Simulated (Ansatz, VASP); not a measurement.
**One calculation of C, two programs**

```
CELL_PARAMETERS angstrom
2.52210 0.00000 0.00000
-1.26105 2.18420 0.00000
0.00000 0.00000 12.35570
ATOMIC_POSITIONS crystal
C 0.66667 0.33333 0.35417
C 0.33333 0.66667 0.85417
C 0.66667 0.33333 0.14583
C 0.33333 0.66667 0.64583
C 0.66667 0.33333 0.47917
C 0.33333 0.66667 0.97917
C 0.66667 0.33333 0.02083
C 0.33333 0.66667 0.52083
C 0.00000 0.00000 0.81250
C 0.00000 0.00000 0.31250
C 0.00000 0.00000 0.68750
C 0.00000 0.00000 0.18750
```

Alike in both runs: functional PBE; k mesh 12 × 12 × 3; occupations fermi-dirac, width 0.05 eV; no spin polarisation.

|  | VASP | Ansatz |
| --- | --- | --- |
| version | VASP 6.6.1 | Ansatz 0.2.0 |
| potentials or method | VASP PAW PBE potentials, release 64 (C) | Ansatz PAW |
| plane-wave cutoff (eV) | 520 | 420 |
| valence electrons in the cell | 48 | 48 |
| task | single point | band structure |

```tsv
	VASP	Ansatz	Ansatz less VASP
gap on the k mesh at the Fermi level (eV)	4.38	4.39	+0.008
least direct gap on the mesh (eV)	5.30	5.31	+0.006
pressure (GPa)	2.7	2.1	-0.67
traceless stress, the component that is largest in VASP (GPa)	5.45	5.45	0.000
rms of the force components (eV/Å)	0.152	0.151	-0.0002
```

Atom by atom the forces differ by 0.001 eV/Å (rms over components).

Noted on Ansatz's run: Pulay correction over one GPa.
